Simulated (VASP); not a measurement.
# C (a cell with a defect) in VASP: a series of runs

C (a cell with a defect) is run at these levels: PBE; tasks: single point.

Everything below comes from runs of VASP 6.6.1. Logs are shortened: lines on timing, memory, paths and dates and some standing lists are left out, and cuts for length are marked.

## 1. The cell of the first run

The cell holds a defect, 15 atoms: a = 5.051 Å, b = 5.051 Å, c = 5.051 Å, α = 60.00°, β = 60.00°, γ = 60.00°.

## 2. Single point, PBE

INCAR

```
SYSTEM = C
PREC = Accurate
ENCUT = 520
EDIFF = 1E-7
ISMEAR = 0
SIGMA = 0.05
LREAL = Auto
LASPH = .True.
NELM = 60
ALGO = Normal
ISIF = 2
LWAVE = .False.
LCHARG = .False.
GGA = PE
NBANDS = 43
```

KPOINTS

```
Automatic mesh
0
Gamma
  6 6 6
  0 0 0
```

POSCAR

```
C
1.0
    3.5715485858      0.0000000000     -3.5715485858
    0.0000000000      3.5715485858     -3.5715485858
    3.5715485858      3.5715485858      0.0000000000
C
15
Direct
    0.2500000000      0.2500000000      0.2500000000
    0.2500000000      0.7500000000      0.7500000000
    0.2500000000      0.7500000000      0.2500000000
    0.7500000000      0.2500000000      0.7500000000
    0.7500000000      0.2500000000      0.2500000000
    0.7500000000      0.7500000000      0.7500000000
    0.7500000000      0.7500000000      0.2500000000
    0.1250000000      0.1250000000      0.1250000000
    0.1250000000      0.1250000000      0.6250000000
    0.1250000000      0.6250000000      0.1250000000
    0.1250000000      0.6250000000      0.6250000000
    0.6250000000      0.1250000000      0.1250000000
    0.6250000000      0.1250000000      0.6250000000
    0.6250000000      0.6250000000      0.1250000000
    0.6250000000      0.6250000000      0.6250000000
```

Potentials or basis: VASP PAW PBE potentials, release 64 (C).

Started as:

```
$ cat potpaw_PBE.64/C/POTCAR > POTCAR
$ mpirun -np 1 vasp_std > vasp.out
```

OUTCAR:

```text
SYSTEM = C
   PREC = Accurate
   ENCUT = 520
   EDIFF = 1E-7
   ISMEAR = 0
   LREAL = Auto
   LASPH = .True.
   NELM = 60
   ISIF = 2
   GGA = PE

 ion  position               nearest neighbor table
   1  0.250  0.250  0.250-   8 1.55   9 1.55  10 1.55  12 1.55
   2  0.250  0.750  0.750-   9 1.55  10 1.55  11 1.55  15 1.55
   3  0.250  0.750  0.250-   8 1.55  10 1.55  11 1.55  14 1.55
   4  0.750  0.250  0.750-   9 1.55  12 1.55  13 1.55  15 1.55
   5  0.750  0.250  0.250-   8 1.55  12 1.55  13 1.55  14 1.55
   6  0.750  0.750  0.750-  11 1.55  13 1.55  14 1.55  15 1.55
   7  0.750  0.750  0.250-  10 1.55  12 1.55  14 1.55  15 1.55
   8  0.125  0.125  0.125-   1 1.55   3 1.55   5 1.55
   9  0.125  0.125  0.625-   1 1.55   2 1.55   4 1.55
  10  0.125  0.625  0.125-   1 1.55   2 1.55   3 1.55   7 1.55
  11  0.125  0.625  0.625-   2 1.55   3 1.55   6 1.55
  12  0.625  0.125  0.125-   1 1.55   4 1.55   5 1.55   7 1.55
  13  0.625  0.125  0.625-   4 1.55   5 1.55   6 1.55
  14  0.625  0.625  0.125-   3 1.55   5 1.55   6 1.55   7 1.55
  15  0.625  0.625  0.625-   2 1.55   4 1.55   6 1.55   7 1.55

  LATTYP: Found a face centered cubic cell.
 ALAT       =     7.1430971716

  Lattice vectors:

 A1 = (   3.5715485858,   0.0000000000,  -3.5715485858)
 A2 = (   0.0000000000,   3.5715485858,  -3.5715485858)
 A3 = (   3.5715485858,   3.5715485858,   0.0000000000)

Analysis of symmetry for initial positions (statically):
=====================================================================
 Subroutine PRICEL returns:
 Original cell was already a primitive cell.

 Routine SETGRP: Setting up the symmetry group for a
 face centered cubic supercell.

 Subroutine GETGRP returns: Found 24 space group operations
 (whereof  4 operations were pure point group operations)
 out of a pool of 48 trial point group operations.

The static configuration has the point symmetry C_2v.
 The point group associated with its full space group is T_d .

Analysis of symmetry for dynamics (positions and initial velocities):
=====================================================================
 Subroutine PRICEL returns:
 Original cell was already a primitive cell.

 Routine SETGRP: Setting up the symmetry group for a
 face centered cubic supercell.

 Subroutine GETGRP returns: Found 24 space group operations
 (whereof  4 operations were pure point group operations)
 out of a pool of 48 trial point group operations.

The dynamic configuration has the point symmetry C_2v.
 The point group associated with its full space group is T_d .

 Subroutine INISYM returns: Found 24 space group operations
 (whereof  4 operations are pure point group operations),
 and found     1 'primitive' translations

----------------------------------------------------------------------------------------

                                     Primitive cell

  volume of cell :      91.1171

  direct lattice vectors                    reciprocal lattice vectors
     3.571548586  0.000000000 -3.571548586     0.139995296 -0.139995296 -0.139995296
     0.000000000  3.571548586 -3.571548586    -0.139995296  0.139995296 -0.139995296
     3.571548586  3.571548586  0.000000000     0.139995296  0.139995296  0.139995296

  length of vectors
     5.050932449  5.050932449  5.050932449     0.242478965  0.242478965  0.242478965

  position of ions in fractional coordinates (direct lattice)
     0.250000000  0.250000000  0.250000000
     0.250000000  0.750000000  0.750000000
     0.250000000  0.750000000  0.250000000
     0.750000000  0.250000000  0.750000000
     0.750000000  0.250000000  0.250000000
     0.750000000  0.750000000  0.750000000
     0.750000000  0.750000000  0.250000000
     0.125000000  0.125000000  0.125000000
     0.125000000  0.125000000  0.625000000
     0.125000000  0.625000000  0.125000000
     0.125000000  0.625000000  0.625000000
     0.625000000  0.125000000  0.125000000
     0.625000000  0.125000000  0.625000000
     0.625000000  0.625000000  0.125000000
     0.625000000  0.625000000  0.625000000

  ion indices of the primitive-cell ions
   primitive index   ion index
                 1           1
                 2           2
                 3           3
                 4           4
                 5           5
                 6           6
                 7           7
                 8           8
                 9           9
                10          10
                11          11
                12          12
                13          13
                14          14
                15          15

----------------------------------------------------------------------------------------

 KPOINTS: Automatic mesh

Automatic generation of k-mesh.
 Grid dimensions read from file:
 generate k-points for:    6    6    6

 Generating k-lattice:

  Cartesian coordinates                     Fractional coordinates (reciprocal lattice)
     0.023332549 -0.023332549 -0.023332549     0.166666667  0.000000000  0.000000000
    -0.023332549  0.023332549 -0.023332549     0.000000000  0.166666667  0.000000000
     0.023332549  0.023332549  0.023332549     0.000000000  0.000000000  0.166666667

  Length of vectors
     0.040413161  0.040413161  0.040413161

  Shift w.r.t. Gamma in fractional coordinates (k-lattice)
     0.000000000  0.000000000  0.000000000

 Subroutine IBZKPT returns following result:
 ===========================================

 Found     16 irreducible k-points:

 Following reciprocal coordinates:
            Coordinates               Weight
  0.000000  0.000000  0.000000      1.000000
  0.166667  0.000000  0.000000      8.000000
  0.333333  0.000000  0.000000      8.000000
  0.500000  0.000000  0.000000      4.000000
  0.166667  0.166667  0.000000      6.000000
  0.333333  0.166667  0.000000     24.000000
[... 8 lines left out ...]
 -0.333333  0.333333  0.166667     24.000000
 -0.333333  0.500000  0.166667     12.000000
   k-points           NKPTS =     16   k-points in BZ     NKDIM =     16   number of bands    NBANDS=     43
   number of dos      NEDOS =    301   number of ions     NIONS =     15
   total plane-waves  NPLWV =  64000
   dimension x,y,z NGX =    40 NGY =   40 NGZ =   40
   dimension x,y,z NGXF=    80 NGYF=   80 NGZF=   80
   ions per type =              15
   NGX,Y,Z   is equivalent  to a cutoff of  13.17, 13.17, 13.17 a.u.
   NGXF,Y,Z  is equivalent  to a cutoff of  26.33, 26.33, 26.33 a.u.
 SYSTEM =  C
   PREC   = accura    normal or accurate (medium, high low for compatibility)
   ISTART =      0    job   : 0-new  1-cont  2-samecut
   ICHARG =      2    charge: 1-file 2-atom 10-const
   ISPIN  =      1    spin polarized calculation?
   LNONCOLLINEAR =      F non collinear calculations
   LSORBIT =      F    spin-orbit coupling
   LASPH  =      T    aspherical Exc in radial PAW
   ENCUT  =  520.0 eV  38.22 Ry    6.18 a.u.   9.39  9.39  9.39*2*pi/ulx,y,z
   NELM   =     60;   NELMIN=  2; NELMDL= -5     # of ELM steps
   EDIFF  = 0.1E-06   stopping-criterion for ELM
   LREAL  =      T    real-space projection
   EDIFFG = 0.1E-05   stopping-criterion for IOM
   NSW    =      0    number of steps for IOM
   IBRION =     -1    ionic relax: 0-MD 1-quasi-New 2-CG
   NFREE  =      0    steps in history (QN), initial steepest desc. (CG)
   ISIF   =      2    stress and relaxation
   ISYM   =      2    0-nonsym 1-usesym 2-fastsym
   POTIM  = 0.5000    time-step for ionic-motion
   TEBEG  =    0.0;   TEEND  =   0.0 temperature during run
   PSTRESS=    0.0 pullay stress
   NELECT =      60.0000    total number of electrons
   NUPDOWN=      -1.0000    fix difference up-down
   EMIN   =  10.00;   EMAX   =-10.00  energy-range for DOS
   EFERMI =   0.00;   METHOD = LEGACY
   ISMEAR =     0;   SIGMA  =   0.05  broadening in eV -4-tet -1-fermi 0-gaus
   EFERMI_NEDOS =   21; number of points for ismear=-14 and -15
   IALGO  =     38    algorithm
   IMIX   =      4    mixing-type and parameters
     AMIX     =   0.40;   BMIX     =  1.00
     AMIX_MAG =   1.60;   BMIX_MAG =  1.00
  volume/ion in A,a.u.               =       6.07        40.99
  Fermi-wavevector in a.u.,A,eV,Ry     =   1.424269  2.691478 27.599992  2.028542
  Thomas-Fermi vector in A             =   2.544778
   LORBIT       =      0    0 simple, 1 ext, 2 COOP (PROOUT), +10 PAW based schemes
   GGA     = PE    functional components
   LHFCALC =     F    Hartree Fock is set to
   AEXX    =    0.0000 exact exchange contribution
   IVDW    =     0    specifies the selected vdW correction
   LEPSILON=     F    determine dielectric tensor
   LRPA    =     F    only Hartree local field effects (RPA)
 non-spin polarized calculation
 Gauss-broadening in eV      SIGMA  =   0.05
  energy-cutoff  :      520.00
  volume of cell :       91.12
 maximum number of plane-waves:      2475
 NGX is ok and might be reduce to    40
   NGX = 19   NGY = 19   NGZ = 19

 number of electron      59.9999995 magnetization

 Free energy of the ion-electron system (eV)
  ---------------------------------------------------
  ext. energy  EPLUGINS =         0.00000000
  ---------------------------------------------------
  free energy    TOTEN  =      -130.56313345 eV

  energy without entropy =     -130.55991516  energy(sigma->0) =     -130.56152430

 E-fermi :   9.7660     XC(G=0): -12.9238

 val. band max:        9.7557103068   @ k =  -0.3333   0.3333   0.1667
 cond. band min:       9.8377854966   @ k =  -0.3333   0.5000   0.1667
 fundamental gap:      0.0820751898
 Fermi energy:         9.7659525267

 k-point     1 :       0.0000    0.0000    0.0000
  band No.  band energies     occupation
      1     -12.2102      2.00000
      2      -6.7977      2.00000
      3      -6.7977      2.00000
      4      -6.7977      2.00000
      5      -5.9608      2.00000
      6      -4.4364      2.00000
[... 709 lines left out ...]
     41      18.5207      0.00000
     42      18.8181      0.00000
 [bands above 42 left out]

------------------------ aborting loop because EDIFF is reached ----------------------------------------

  FORCE on cell =-STRESS in cart. coord.  units (eV):
  Direction    XX          YY          ZZ          XY          YZ          ZX
  --------------------------------------------------------------------------------------
  -------------------------------------------------------------------------------------
  Total       -2.9855377     -2.9855377     -2.9855377     -0.0000000      0.0000000     -0.0000000
  in kB      -52.4968760    -52.4968760    -52.4968760     -0.0000000      0.0000000     -0.0000000
  external PRESSURE =     -52.4968760 kB  Pullay stress =       0.0000000 kB

 VOLUME and BASIS-vectors are now :
 -----------------------------------------------------------------------------
  energy-cutoff  :      520.00
  volume of cell :       91.12
      direct lattice vectors                 reciprocal lattice vectors
     3.571548586  0.000000000 -3.571548586     0.139995296 -0.139995296 -0.139995296
     0.000000000  3.571548586 -3.571548586    -0.139995296  0.139995296 -0.139995296
     3.571548586  3.571548586  0.000000000     0.139995296  0.139995296  0.139995296

 POSITION                                       TOTAL-FORCE (eV/Angst)
 -----------------------------------------------------------------------------------
      1.78577      1.78577     -1.78577         0.000000      0.000000     -0.715495
      3.57155      5.35732     -3.57155         0.715495      0.000000     -0.000000
      1.78577      3.57155     -3.57155         0.000000     -0.715495     -0.000000
      5.35732      3.57155     -3.57155         0.000000      0.715495     -0.000000
      3.57155      1.78577     -3.57155        -0.715495      0.000000     -0.000000
      5.35732      5.35732     -5.35732         0.000000      0.000000      0.715495
      3.57155      3.57155     -5.35732         0.000000      0.000000     -0.000000
      0.89289      0.89289     -0.89289         1.778547      1.778547      1.778547
      2.67866      2.67866     -0.89289        -1.778547     -1.778547      1.778547
      0.89289      2.67866     -2.67866        -0.042526      0.042526      0.042526
      2.67866      4.46444     -2.67866        -1.778547      1.778547     -1.778547
      2.67866      0.89289     -2.67866         0.042526     -0.042526      0.042526
      4.46444      2.67866     -2.67866         1.778547     -1.778547     -1.778547
      2.67866      2.67866     -4.46444         0.042526      0.042526     -0.042526
      4.46444      4.46444     -4.46444        -0.042526     -0.042526     -0.042526
 -----------------------------------------------------------------------------------
    total drift:                                0.000000      0.000000     -0.000000

  FREE ENERGIE OF THE ION-ELECTRON SYSTEM (eV)
  ---------------------------------------------------
  free  energy   TOTEN  =      -130.5631334516 eV

  energy  without entropy=     -130.5599151573  energy(sigma->0) =     -130.56152430
```

Wall time 5.1 min (1 thread of Intel Xeon 8259CL, shared host); peak memory 0.23 GiB.

What came out:

```yaml
Free_energy: -130.5631 eV
Pressure: -5.2 GPa
Largest_force: 3.081 eV/Å
Band_gap_on_the_k_mesh: zero (bands 30 and 31 overlap by 2.00 eV)
```

Forces on the atoms (eV/Å):
```
C    0.000  0.000 -0.715
C    0.715  0.000  0.000
C    0.000 -0.715  0.000
C    0.000  0.715  0.000
C   -0.715  0.000  0.000
C    0.000  0.000  0.715
C    0.000  0.000  0.000
C    1.779  1.779  1.779
C   -1.779 -1.779  1.779
C   -0.043  0.043  0.043
C   -1.779  1.779 -1.779
C    0.043 -0.043  0.043
C    1.779 -1.779 -1.779
C    0.043  0.043 -0.043
C   -0.043 -0.043 -0.043
```

Caveat: the cell differs from its parent crystal (atoms taken out, atom 11 moved 0.000 of the way to it and +0.000 Å across, host rigid).

## 3. Single point, PBE

INCAR

```
SYSTEM = C
PREC = Accurate ; ENCUT = 520
EDIFF = 1E-6 ; ISMEAR = 0
SIGMA = 0.05 ; LREAL = Auto
LASPH = .True. ; NELM = 60
ALGO = Normal ; ISIF = 2
LWAVE = .False. ; LCHARG = .True.
GGA = PE ; LELF = .True.
LVHAR = .True. ; NBANDS = 43
```

KPOINTS

```
regular mesh
0
Gamma
  6 6 6
  0 0 0
```

Edit POSCAR of step 2 so:

```diff
@@ -18,3 +18,3 @@
     0.1250000000      0.6250000000      0.1250000000
-    0.1250000000      0.6250000000      0.6250000000
+    0.1093750000      0.6718750000      0.6093750000
     0.6250000000      0.1250000000      0.1250000000
```

Potentials or basis: VASP PAW PBE potentials, release 64 (C).

Started as:

```
$ cat potpaw_PBE.64/C/POTCAR > POTCAR
$ mpirun -np 1 vasp_std > vasp.out
```

Run time: 9.8 min. Hardware: 1 thread of Intel Xeon 8259CL, shared host; peak memory 0.26 GiB.

Results (log left out):

| Property | Result |
| --- | --- |
| Free energy | -130.8866 eV |
| Pressure | -2.7 GPa |
| Largest force | 2.280 eV/Å |
| Band gap on the k mesh | zero (bands 30 and 31 overlap by 1.83 eV) |

Forces on the atoms (eV/Å):
```
C    0.041 -0.041 -0.629
C    0.523  0.563 -0.563
C   -0.563 -0.523 -0.563
C    0.041  0.629  0.041
C   -0.629 -0.041  0.041
C   -0.563  0.563  0.523
C    0.001 -0.001  0.001
C    1.267  1.409  1.267
C   -1.409 -1.267  1.267
C   -0.045  0.045  0.255
C   -0.147  0.147 -0.147
C    0.004 -0.004  0.004
C    1.267 -1.267 -1.409
C    0.255  0.045 -0.045
C   -0.045 -0.255 -0.045
```

Stress tensor (GPa, compression positive):
```
-2.69 -2.60  2.60
-2.60 -2.69 -2.60
 2.60 -2.60 -2.69
```

Levels at points of the mesh, in eV from the Fermi level:
```csv
k point,band 28,band 29,band 30,band 31,band 32,band 33
"(0.00, 0.00, 0.00)",-2.42,-2.40,1.54,1.54,1.60,3.66
"(0.50, 0.00, 0.00)",-3.01,-2.99,-2.27,0.84,1.10,4.85
"(0.00, 0.50, 0.00)",-3.25,-3.25,-2.01,1.06,1.06,4.74
"(0.50, 0.50, 0.00)",-4.10,-3.09,-2.44,0.33,0.36,3.54
```

Caveat: the cell differs from its parent crystal (atoms taken out, atom 11 moved -0.125 of the way to it and +0.000 Å across, host rigid).

[end of part 1 of 2]

The gap in the log of VASP goes by the Fermi energy; the results here count the filled bands.